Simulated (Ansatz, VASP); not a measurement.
**Two plane-wave programs on NaCl**

```
Na Cl
1.0
     3.81812    0.00000    0.00000
     0.00000    3.81812    0.00000
     0.00000    0.00000    5.85931
Na Cl
1 1
Direct
  0.50000 0.50000 0.50000
  0.00000 0.00000 0.50000
```

Alike in both runs: task single point; functional PBE; k mesh 4 × 4 × 4; occupations gaussian, width 0.1 eV; no spin polarisation.

|  | VASP | Ansatz |
| --- | --- | --- |
| version | VASP 6.6.1 | Ansatz 0.2.0 |
| potentials or method | VASP PAW PBE potentials, release 64 (Na_pv, Cl), cutoff 520 eV | scalar-relativistic, plane waves, PAW |
| valence electrons in the cell | 14 | 16 |

Ansatz gave:

| Item | Value |
| --- | --- |
| gap on the k mesh at the Fermi level (eV) | 4.56 |
| least direct gap on the mesh (eV) | 4.62 |
| pressure (GPa) | 0.3 |
| traceless stress, the component that is largest in VASP (GPa) | -0.28 |

**Question.** Estimate VASP's values.

**Answer.** gap on the k mesh at the Fermi level (eV): 4.56; least direct gap on the mesh (eV): 4.62; pressure (GPa): 0.3; traceless stress, the component that is largest in VASP (GPa): -0.30.

VASP's potentials hold 14 valence electrons a cell and Ansatz's 16, so a difference there can come from the potentials and not from the codes.
